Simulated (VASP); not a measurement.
Input of a VASP 6.6.1 run:

INCAR

```
PREC = Accurate
ENCUT = 520
EDIFF = 1E-6
ISMEAR = 1
SIGMA = 0.1
LREAL = False
LASPH = True
NELM = 60
ALGO = Normal
ISIF = 2
LWAVE = False
LCHARG = False
GGA = CA
NBANDS = 44
```

KPOINTS

```
Automatic mesh
0
Gamma
  5 5 4
```

File POSCAR:

```
Sc2In
1.0
    4.9517470606      0.0000000000      0.0000000000
   -2.4758735303      4.2883385352      0.0000000000
    0.0000000000      0.0000000000      6.1881717053
Sc In
4 2
Direct
    0.0000000000      0.0000000000      0.0000000000
    0.0000000000      0.0000000000      0.5000000000
    0.3333333333      0.6666666667      0.7500000000
    0.6666666667      0.3333333333      0.2500000000
    0.3333333333      0.6666666667      0.2500000000
    0.6666666667      0.3333333333      0.7500000000
```

Potentials or basis: VASP PAW LDA potentials, release 64 (Sc_sv, In_d).

The run is started by

```bash
$ cat potpaw_LDA.64/Sc_sv/POTCAR potpaw_LDA.64/In_d/POTCAR > POTCAR
$ mpirun -np 1 vasp_std > vasp.out
```

(1) What does it give for the band gap on the k mesh?

(2) Estimate the pressure.

Results:

(1) zero (band 35 reaches 6.26 eV, above the bottom of band 36 at 5.66 eV).

(2) -1.5 GPa.

Caveat: spin-orbit coupling is left out, which moves the levels of the heavy elements.
